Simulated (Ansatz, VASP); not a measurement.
## Two plane-wave programs on InP2N3

```xyz
6
Lattice="2.9959 0.0000 0.0000 0.0000 2.9959 0.0000 0.0000 0.0000 11.2957" Properties=species:S:1:pos:R:3 pbc="T T T"
In    1.4980    1.4980    1.9198
P     0.0000    0.0000   10.3265
P     1.4980    1.4980    8.1852
N     0.0000    0.0000    8.5367
N     0.0000    0.0000    0.6141
N     1.4980    1.4980    9.9526
```

Change from the starting cell: species swapped into the Zr3TiCu2 type (P4mm, No. 99).

Alike in both runs: functional PBE; k mesh 12 × 12 × 4; occupations gaussian, width 0.1 eV; no spin polarisation.

Ansatz relaxed the structure, and its values are those at the end. VASP's run is a single point on that final structure, the one shown.

|  | VASP | Ansatz |
| --- | --- | --- |
| version | VASP 6.6.1 | Ansatz 0.2.0 |
| potentials or method | VASP PAW PBE potentials, release 64 (In_d, P, N), cutoff 520 eV | scalar-relativistic, plane waves, PAW |
| valence electrons in the cell | 38 | 38 |

Ansatz gave:

- gap on the k mesh at the Fermi level (eV): none
- pressure (GPa): 0.0
- rms of the force components (eV/Å): 0.001

**Question.** What did VASP give for the same quantities?

**Answer.** gap on the k mesh at the Fermi level (eV): none; pressure (GPa): -0.2; rms of the force components (eV/Å): 0.022.

A gap of «none» marks a metal or a gap that the smearing closes. Ansatz's warnings: xc potential rough in thin density.
